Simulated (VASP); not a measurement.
Wanted: the native input for a VASP 6.6.1 run.

* Task: relaxation of cell and atoms
* Functional: PBE
* Potentials or basis: VASP PAW PBE potentials, release 64 (Cu)
* Cutoff: 600 eV
* k mesh: 22 × 22 × 12
* Occupations: fermi-dirac, width 0.08 eV
* Spin: no spin polarisation
* Target pressure: 600 GPa
* Dipole correction: no
* Further INCAR settings: ALGO = Normal; EDIFF = 1e-06; IBRION = 2; EDIFFG = -0.005; NSW = 32; ISIF = 3

The structure of Cu lies in POSCAR:

```
Cu
1.0
    2.0154021361      0.0000000000      0.0000000000
   -1.0077010681      1.7453894487      0.0000000000
    0.0000000000      0.0000000000      3.3014722823
Cu
2
Direct
    0.3333333333      0.6666666667      0.2500000000
    0.6666666667      0.3333333333      0.7500000000
```

This isn't the form of Cu at room conditions, which is fcc.

The input as run:

INCAR

```
SYSTEM = Cu
ALGO = Normal
EDIFF = 1E-6
EDIFFG = -0.005
ENCUT = 600
GGA = PE
IBRION = 2
ISIF = 3
ISMEAR = -1
LASPH = .TRUE.
LCHARG = .FALSE.
LREAL = .FALSE.
LWAVE = .FALSE.
NELM = 80
NSW = 32
PREC = Accurate
PSTRESS = 6000.0
SIGMA = 0.08
```

KPOINTS

```
k-points
0
G
  22 22 12
  0 0 0
```

Potentials or basis: VASP PAW PBE potentials, release 64 (Cu).

Launch:

```sh
$ cat potpaw_PBE.64/Cu/POTCAR > POTCAR
$ mpirun -np 1 vasp_std > vasp.out
```

It gave:

- Relaxed volume: 5.83 Å³/atom
- Relaxed cell: a = 2.018 Å, b = 2.018 Å, c = 3.306 Å, α = 90.00°, β = 90.00°, γ = 120.00°
- Space group after relaxing (to 0.1 Å): P6_3/mmc (No. 194)
- Energy change on relaxing (the run minimises the enthalpy): -82.8 meV/atom
- Ionic steps: 5
- Pressure after relaxing: 599.9 GPa
- Band gap on the k mesh: zero (bands 11 and 12 overlap by 10.13 eV)

Caveat: the cell is relaxed towards a set pressure, so the run minimises the enthalpy, not the energy.

It took 3.3 min on 1 thread of AMD EPYC 7R43 64-Core Processor (Zen 3) (shared host), peak memory 0.14 GiB.
